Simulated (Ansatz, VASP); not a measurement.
**One calculation of AlN, two programs**

The input POSCAR:

```
AlN
1.0
    0.0000000000      2.2000000000      2.2000000000
    2.2000000000      0.0000000000      2.2000000000
    2.2000000000      2.2000000000      0.0000000000
Al N
1 1
Direct
    0.0000000000      0.0000000000      0.0000000000
    0.2500000000      0.2500000000      0.2500000000
```

Contents of INCAR.step1:

```
PREC = Accurate ; ENCUT = 520
ISMEAR = -1 ; SIGMA = 0.02
LREAL = False ; LASPH = True
NELM = 80 ; NBANDS = 11
GGA = PE ; ALGO = Normal
EDIFF = 1E-4 ; LWAVE = True
LCHARG = False
```

File INCAR.step2:

```
PREC = Accurate ; ENCUT = 520
EDIFF = 1E-6 ; ISMEAR = -1
SIGMA = 0.02 ; LREAL = False
LASPH = True ; NELM = 80
ALGO = Normal ; ISIF = 2
LWAVE = False ; LCHARG = True
METAGGA = R2SCAN ; LMIXTAU = True
LELF = True ; LVHAR = True
NBANDS = 11 ; ISTART = 1
```

File KPOINTS:

```
regular mesh
0
Gamma
  6 6 6
```

Input for Ansatz:

```yaml
crystal:
  lattice:
    - [0, 2.2, 2.2]
    - [2.2, 0, 2.2]
    - [2.2, 2.2, 0]
  atoms:
    - { symbol: Al, position: [0, 0, 0] }
    - { symbol: "N", position: [0.25, 0.25, 0.25] }
kpoints:
  mp_grid: { grid: [6, 6, 6] }
hamiltonian:
  xc: r2scan
  pseudopotentials:
    kind: paw
    azcp:
      Al: "pseudopotentials/pbe/paw/ansatz_paw_generated_hard_1/Al.paw.azcp"
      "N": "pseudopotentials/pbe/paw/ansatz_paw_generated_hard_1/N.paw.azcp"
scf:
  occupations: { method: fermi_dirac, width: 0.02 }
  convergence: { dr2_threshold: "1e-10 eV" }
  max_iter: 300
  n_bands: 24
output:
  forces: true
  stress: true
  eigenvalues: true
```

Alike in both runs: task single point; functional r2SCAN; k mesh 6 × 6 × 6; occupations fermi-dirac, width 0.02 eV; no spin polarisation.

|  | VASP | Ansatz |
| --- | --- | --- |
| version | VASP 6.6.1 | Ansatz 0.2.0 development build |
| potentials or method | VASP PAW PBE potentials, release 64 (Al, N) | plane waves, PAW datasets (generated hard set |
| plane-wave cutoff (eV) | 520 | 700 |
| valence electrons in the cell | 8 | 16 |

```csv
,VASP,Ansatz,Ansatz less VASP
gap on the k mesh at the Fermi level (eV),3.92,3.92,+0.006
```

VASP's potentials were made for PBE, not for r2SCAN. With one functional, cell and mesh, what is left measures potentials, basis and numerics. VASP's potentials hold 8 valence electrons a cell and Ansatz's 16, so a difference there can come from the potentials and not from the codes.
